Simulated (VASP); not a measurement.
# LiMg12 (a cell with a defect): single point with PBE

LiMg12 (a cell with a defect):

```xyz
13
Lattice="6.4200 0.0000 0.0000 -4.8150 8.3398 0.0000 0.0000 0.0000 5.2130" Properties=species:S:1:pos:R:3 pbc="T T T"
Mg   -0.0326   -0.2779   -0.0472
Mg   -0.0545    1.8648    2.2812
Mg   -1.5812    2.8128   -0.1804
Mg   -1.5976    4.6202    2.6080
Mg   -2.6608    5.9524   -0.1199
Mg   -3.2331    7.5121    2.5359
Mg    3.4049    0.1558    0.0705
Mg    3.2439    1.8434    2.5645
Mg    1.3457    2.2171   -0.3947
Mg    1.6407    4.7735    3.2071
Mg    0.2153    5.3786    0.3902
Mg   -0.0995    7.3630    2.7130
Li    2.5841    3.9462    0.9303
```

```json
{
 "Program": "VASP 6.6.1",
 "Task": "single point",
 "Functional": "PBE",
 "Potentials or basis": "VASP PAW PBE potentials, release 64 (Mg, Li_sv)",
 "Cutoff": "520 eV",
 "k mesh": "4 × 3 × 4",
 "Occupations": "gaussian, width 0.05 eV",
 "Spin": "no spin polarisation",
 "Dipole correction": "no",
 "Further INCAR settings": "ALGO = Normal; EDIFF = 1e-07; NBANDS = 26"
}
```

* Largest force: 0.021 eV/Å

Forces on the atoms (eV/Å):
```
Mg   0.001 -0.005  0.002
Mg  -0.003 -0.005  0.008
Mg   0.016 -0.003  0.010
Mg  -0.001  0.005  0.005
Mg  -0.015  0.001 -0.004
Mg  -0.003 -0.001 -0.002
Mg  -0.001 -0.006 -0.004
Mg  -0.005  0.001 -0.005
Mg  -0.002  0.009  0.006
Mg  -0.002  0.001  0.005
Mg   0.013  0.001 -0.016
Mg   0.001  0.000  0.003
Li   0.002  0.001 -0.009
```

Levels at points of the mesh, in eV from the Fermi level:
| k point | band 11 | band 12 | band 13 | band 14 | band 15 | band 16 |
| --- | --- | --- | --- | --- | --- | --- |
| (0.00, 0.00, 0.00) | -0.42 | -0.21 | 0.07 | 0.16 | 0.41 | 0.57 |
| (0.50, 0.00, 0.00) | -0.60 | -0.43 | -0.31 | -0.17 | 0.07 | 0.11 |
| (0.00, 0.00, 0.50) | -1.79 | -1.20 | -1.10 | -0.85 | -0.57 | 0.86 |
| (0.50, 0.00, 0.50) | -0.98 | -0.71 | -0.60 | 0.48 | 0.54 | 0.81 |

It took 5.9 min on 1 thread of Oxide Virtual Turin-like Processor (shared host), peak memory 0.41 GiB.
